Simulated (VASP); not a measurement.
A run of VASP 6.6.1 is set up as follows.

The input INCAR:

```
PREC = Accurate
ENCUT = 520
EDIFF = 1E-6
ISMEAR = -1
SIGMA = 0.05
LREAL = False
LASPH = True
NELM = 100
ALGO = Normal
ISIF = 2
LWAVE = False
LCHARG = False
GGA = PE
NBANDS = 18
```

KPOINTS

```
Automatic mesh
0
Gamma
  10 10 6
```

Contents of POSCAR:

```
Ag
1.0
    2.9300000000      0.0000000000      0.0000000000
   -1.4650000000      2.5374544331      0.0000000000
    0.0000000000      0.0000000000      4.7900000000
Ag
2
Direct
    0.6666666667      0.3333333333      0.7500000000
    0.3333333333      0.6666666667      0.2500000000
```

Potentials or basis: VASP PAW PBE potentials, release 64 (Ag).

The run is started by

```bash
$ cat potpaw_PBE.64/Ag/POTCAR > POTCAR
$ mpirun -np 1 vasp_std > vasp.out
```

(1) What does it give for the band gap on the k mesh?

(2) Predict the pressure.

## Answers

(1) zero (band 11 reaches 10.89 eV, above the bottom of band 12 at 4.47 eV).

(2) 0.5 GPa.
